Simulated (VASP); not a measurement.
The system is Co.

```
Co
1.0
     2.45839    0.00000    0.00000
    -1.22920    2.12903    0.00000
     0.00000    0.00000    3.96069
Co
2
Direct
  0.33333 0.66667 0.25000
  0.66667 0.33333 0.75000
```

Base run:

| Quantity | Value |
| --- | --- |
| Program | VASP 6.6.1 |
| Functional | PBE |
| Potentials or basis | VASP PAW PBE potentials, release 64 (Co) |
| Cutoff | 520 eV |
| k mesh | 15 × 15 × 8 |
| Occupations | fermi-dirac, width 0.1 eV |
| Spin | no spin polarisation |

Its results: band gap on the k mesh zero (band 9 reaches 11.23 eV, above the bottom of band 10 at 9.68 eV); pressure -0.6 GPa.

Problem. After a change of settings the same cell gave: band gap on the k mesh zero (band 9 reaches 11.25 eV, above the bottom of band 10 at 10.89 eV); pressure 14.1 GPa. Which change was it?
A. k mesh from 15 × 15 × 8 to 16 × 16 × 9; further incar settings from ALGO = Normal; EDIFF = 1e-06; NBANDS = 16 to ALGO = Normal; EDIFF = 1e-07; NBANDS = 16
B. k mesh from 15 × 15 × 8 to 2 × 2 × 2
C. occupations from fermi-dirac, width 0.1 eV to gaussian, width 0.2 eV
D. occupations from fermi-dirac, width 0.1 eV to gaussian, width 0.03 eV; further incar settings from ALGO = Normal; EDIFF = 1e-06; NBANDS = 16 to ALGO = Normal; EDIFF = 1e-07; NBANDS = 16

Solution. B.

Caveats: some runs use coarse meshes; the run has no spin polarisation, though such a crystal can be magnetic.
